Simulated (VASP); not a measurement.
# HfBe2Si2 in VASP: further runs, part 2 of 2

VASP 6.6.1.

## 4. Relaxation of cell and atoms, PBE

Input file INCAR:

```
SYSTEM = HfBe2Si2
  PREC = Accurate
  ENCUT = 600
  EDIFF = 1E-6
  ISMEAR = 0
  SIGMA = 0.1
  LREAL = .False.
  LASPH = .True.
  NELM = 80
  ALGO = Fast
  ISIF = 3
  LWAVE = .False.
  LCHARG = .False.
  GGA = PE
  IBRION = 2
  NSW = 90
  EDIFFG = -0.04
```

Input file KPOINTS:

```
regular mesh
0
Gamma
  6 6 6
  0 0 0
```

Input file POSCAR:

```
HfBe2Si2
1.0
    0.0000000000      2.3211008400      5.5731744300
    2.3096626800      0.0000000000      5.5731744300
    2.3096626800      2.3211008400      0.0000000000
Hf Be Si
1 2 2
Direct
    0.5000000000      0.5000000000      0.5000000000
    0.2500000000      0.2500000000      0.2500000000
    0.7500000000      0.7500000000      0.7500000000
    0.1428000000      0.1428000000      0.8572000000
    0.8572000000      0.8572000000      0.1428000000
```

Launch:

```
$ cat potpaw_PBE.64/Hf_pv/POTCAR potpaw_PBE.64/Be/POTCAR potpaw_PBE.64/Si/POTCAR > POTCAR
$ mpirun -np 1 vasp_std > vasp.out
```

Run time: 9.8 min. Hardware: 1 thread of AMD EPYC 9R45 (Zen 5), shared host; peak memory 0.26 GiB.

The run converged. Its results:

| Item | Value |
| --- | --- |
| Free energy | -28.8558 eV |
| Relaxed volume | 13.43 Å³/atom |
| Relaxed cell | a = 5.681 Å, b = 5.682 Å, c = 3.642 Å, α = 71.29°, β = 71.32°, γ = 37.39° |
| Space group after relaxing (to 0.1 Å) | I4/mmm (No. 139) |
| Energy gained by relaxing | 506.9 meV/atom |
| Ionic steps | 16 |
| Pressure after relaxing | -0.1 GPa |
| Band gap on the k mesh | zero (bands 11 and 12 overlap by 1.88 eV) |

Stress tensor (GPa, compression positive):
```
-0.18  0.00  0.00
 0.00 -0.07  0.00
 0.00  0.00  0.00
```

The path:
```
step  energy change (eV)  largest force (eV/Å)  pressure (GPa)  volume (Å³)
   1              0.0000                4.4823           30.28        59.76
   2             -1.3412                0.5936          -13.89        81.47
   3             -1.6902                1.3630           -4.82        73.36
   4             -1.6906                1.4055           -4.36        73.07
   5             -1.9321                1.0458           -2.03        70.49
   6             -1.9223                1.4344           10.29        63.96
   7             -2.0792                0.5099            1.43        67.92
   8             -2.0975                0.0272            3.87        66.56
   9             -2.1993                0.8215            3.30        66.54
  10             -2.2050                1.0362            3.32        66.53
  11             -2.3558                0.7769           -0.45        68.04
  12             -2.4398                0.5188           -6.24        71.00
  13             -2.4503                0.5827           -4.77        70.14
  14             -2.5270                0.2371           -1.57        68.00
  15             -2.5290                0.1715           -0.95        67.62
  16             -2.5347                0.0002           -0.08        67.16
```

Final structure:
```yaml
crystal:
  lattice:
    - [0.00000, 2.57378, 5.06418]
    - [2.57621, 0.00000, 5.06418]
    - [2.57621, 2.57378, 0.00000]
  atoms:
    - { symbol: Hf, position: [0.50000, 0.50000, 0.50000] }
    - { symbol: Be, position: [0.25000, 0.25000, 0.25000] }
    - { symbol: Be, position: [0.75000, 0.75000, 0.75000] }
    - { symbol: Si, position: [0.11563, 0.11563, 0.88437] }
    - { symbol: Si, position: [0.88437, 0.88437, 0.11563] }
```

Levels at points of the mesh, in eV from the Fermi level:
```
           k point  band 7  band 8  band 9  band 10  band 11  band 12  band 13  band 14  band 15
(0.00, 0.00, 0.00)   -3.28   -3.28   -2.55    -0.56    -0.55     1.29     1.32     2.29     2.97
(0.50, 0.00, 0.00)   -6.20   -3.03   -2.53    -2.30    -0.39     0.16     1.21     2.18     2.80
(0.50, 0.50, 0.00)   -3.11   -3.10   -2.57    -0.55    -0.54    -0.37     0.68     1.38     2.23
(0.50, 0.00, 0.50)   -5.81   -5.45   -4.52    -4.27    -0.17    -0.17     1.09     2.51     4.37
(0.00, 0.50, 0.50)   -5.80   -5.46   -4.51    -4.27    -0.17    -0.16     1.08     2.51     4.38
```

Caveat: spin-orbit coupling is left out, which moves the levels of the heavy elements.

## 5. Single point, PBE

This run uses another cell than the first one, of 13.43 Å³/atom.

Input file INCAR:

```
SYSTEM = HfBe2Si2
PREC = Accurate
ENCUT = 520
EDIFF = 1E-6
ISMEAR = 0
SIGMA = 0.1
LREAL = .False.
LASPH = .True.
NELM = 100
ALGO = Fast
ISIF = 2
LWAVE = .False.
LCHARG = .False.
GGA = PE
NBANDS = 19
```

Input file KPOINTS:

```
regular mesh
0
Gamma
  14 14 14
  0 0 0
```

Input file POSCAR:

```
HfBe2Si2
1.0
   -1.8247546544      1.8247546544      5.0432081071
    1.8247546544     -1.8247546544      5.0432081071
    1.8247546544      1.8247546544     -5.0432081071
Hf Be Si
1 2 2
Direct
    0.5000000000      0.5000000000      0.0000000000
    0.7500000000      0.2500000000      0.5000000000
    0.2500000000      0.7500000000      0.5000000000
    0.1160336177      0.1160336177      0.0000000000
    0.8839663823      0.8839663823      0.0000000000
```

Launch:

```
$ cat potpaw_PBE.64/Hf_pv/POTCAR potpaw_PBE.64/Be/POTCAR potpaw_PBE.64/Si/POTCAR > POTCAR
$ mpirun -np 1 vasp_std > vasp.out
```

Wall time 6.8 min (1 thread of AMD EPYC 9R45 (Zen 5), shared host); peak memory 0.47 GiB.

Results (log left out):

| Item | Value |
| --- | --- |
| Free energy | -28.8079 eV |
| Pressure | -0.2 GPa |
| Largest force | 0.021 eV/Å |
| Band gap on the k mesh | zero (bands 11 and 12 overlap by 2.12 eV) |

Forces on the atoms (eV/Å):
```
Hf   0.000  0.000  0.000
Be   0.000  0.000  0.000
Be   0.000  0.000  0.000
Si   0.000  0.000 -0.021
Si   0.000  0.000  0.021
```

Levels at points of the mesh, in eV from the Fermi level:
```tsv
k point	band 9	band 10	band 11	band 12	band 13	band 14
(0.00, 0.00, 0.00)	-2.65	-0.69	-0.69	1.13	1.20	1.58
(0.50, 0.00, 0.00)	-2.60	-2.38	-0.55	0.02	1.12	2.02
(0.50, 0.50, 0.00)	-4.63	-4.37	-0.26	-0.26	1.00	2.44
(0.50, 0.50, 0.50)	-2.68	-0.66	-0.66	-0.54	0.64	1.26
```

Caveat: spin-orbit coupling is left out, which moves the levels of the heavy elements.

## 6. Relaxation of cell and atoms, PBE

This run uses another cell than the first one, of 13.42 Å³/atom.

Input file INCAR:

```
PREC = Accurate
ENCUT = 600
EDIFF = 1E-7
ISMEAR = 0
SIGMA = 0.1
LREAL = False
LASPH = True
NELM = 80
ALGO = Fast
ISIF = 3
LWAVE = False
LCHARG = False
GGA = PE
IBRION = 2
NSW = 100
EDIFFG = -0.01
```

Input file KPOINTS:

```
regular mesh
0
Gamma
  14 14 14
```

Input file POSCAR:

```
HfBe2Si2
1.0
   -1.8197640134      1.8197640134      5.0665238333
    1.8197640134     -1.8197640134      5.0665238333
    1.8197640134      1.8197640134     -5.0665238333
Hf Be Si
1 2 2
Direct
    0.5000000000      0.5000000000      0.0000000000
    0.7500000000      0.2500000000      0.5000000000
    0.2500000000      0.7500000000      0.5000000000
    0.1156874893      0.1156874893      0.0000000000
    0.8843125107      0.8843125107      0.0000000000
```

Potentials or basis: VASP PAW PBE potentials, release 64 (Hf_pv, Be, Si).

Launch:

```
$ cat potpaw_PBE.64/Hf_pv/POTCAR potpaw_PBE.64/Be/POTCAR potpaw_PBE.64/Si/POTCAR > POTCAR
$ mpirun -np 1 vasp_std > vasp.out
```

It took 21 min on 1 thread of AMD EPYC 9R45 (Zen 5), shared host; peak memory 0.57 GiB.

The run converged. Its results:

- Free energy: -28.8085 eV
- Relaxed volume: 13.42 Å³/atom
- Relaxed cell: a = 5.664 Å, b = 5.664 Å, c = 5.664 Å, α = 142.43°, β = 142.43°, γ = 54.18°
- Space group after relaxing (to 0.1 Å): I4/mmm (No. 139)
- Energy gained by relaxing: 0.2 meV/atom
- Ionic steps: 4
- Pressure after relaxing: 0.0 GPa
- Largest force after relaxing: 0.008 eV/Å
- Band gap on the k mesh: zero (bands 11 and 12 overlap by 2.13 eV)

Forces on the atoms (eV/Å):
```
Hf   0.000  0.000  0.000
Be   0.000  0.000  0.000
Be   0.000  0.000  0.000
Si   0.000  0.000  0.008
Si   0.000  0.000 -0.008
```

The path:
```tsv
step	energy change (eV)	largest force (eV/Å)	pressure (GPa)	volume (Å³)
1	0.0000	0.0091	-0.02	67.11
2	-0.0006	0.0330	0.00	67.09
3	-0.0007	0.0551	0.01	67.09
4	-0.0009	0.0080	-0.02	67.09
```

Final structure:
```yaml
crystal:
  lattice:
    - [-1.82382, 1.82382, 5.04215]
    - [1.82382, -1.82382, 5.04215]
    - [1.82382, 1.82382, -5.04215]
  atoms:
    - { symbol: Hf, position: [0.50000, 0.50000, 0.00000] }
    - { symbol: Be, position: [0.75000, 0.25000, 0.50000] }
    - { symbol: Be, position: [0.25000, 0.75000, 0.50000] }
    - { symbol: Si, position: [0.11590, 0.11590, 0.00000] }
    - { symbol: Si, position: [0.88410, 0.88410, 0.00000] }
```

Levels at points of the mesh, in eV from the Fermi level:
| k point | band 8 | band 9 | band 10 | band 11 | band 12 | band 13 | band 14 | band 15 |
| --- | --- | --- | --- | --- | --- | --- | --- | --- |
| (0.00, 0.00, 0.00) | -3.43 | -2.66 | -0.69 | -0.69 | 1.14 | 1.20 | 1.59 | 2.20 |
| (0.50, 0.00, 0.00) | -3.16 | -2.61 | -2.39 | -0.55 | 0.02 | 1.12 | 2.02 | 2.69 |
| (0.50, 0.50, 0.00) | -5.57 | -4.64 | -4.37 | -0.26 | -0.25 | 1.00 | 2.44 | 2.81 |
| (0.50, 0.50, 0.50) | -3.26 | -2.69 | -0.66 | -0.66 | -0.53 | 0.65 | 1.26 | 2.11 |

Caveat: spin-orbit coupling is left out, which moves the levels of the heavy elements.

## 7. Summary

```csv
task,cell,k mesh,cutoff (eV),gap on the mesh (eV),pressure (GPa),relaxed volume (Å³/atom),largest force (eV/Å)
single point,"a = 6.037, b = 6.033, c = 3.274 Å, angles 74.3, 74.2, 31.5°, 5 atoms, atomic positions A",6 × 6 × 6,520,none,30.3,-,4.48
single point,"a = 5.683, b = 5.683, c = 3.640 Å, angles 71.3, 71.3, 37.4°, 5 atoms, atomic positions B",6 × 6 × 6,520,none,0.0,-,0.02
relaxation of cell and atoms,"relaxed from a = 6.037, b = 6.033, c = 3.274 Å, angles 74.3, 74.2, 31.5°, 5 atoms, atomic positions A",6 × 6 × 6,600,none,-0.1,13.43,-
single point,"a = 5.665 Å, angles 142.4, 142.4, 54.2°, 5 atoms, atomic positions C",14 × 14 × 14,520,none,-0.2,-,0.02
relaxation of cell and atoms,"relaxed from a = 5.683 Å, angles 142.6, 142.6, 53.9°, 5 atoms, atomic positions D",14 × 14 × 14,600,none,0.0,13.42,0.01
```

Alike in all rows: level PBE; potentials or basis VASP PAW PBE potentials, release 64 (Hf_pv, Be, Si); no spin polarisation; smearing gaussian 0.1 eV.

Caveats: spin-orbit coupling is left out, which moves the levels of the heavy elements; the stress differs along the axes, from 24 to 33 GPa (at least some runs); forces of over 1 eV/Å act on the atoms, so gaps and moduli don't describe the material at rest (at least some runs).

Absolute energies hang on the potentials; compare differences alone.
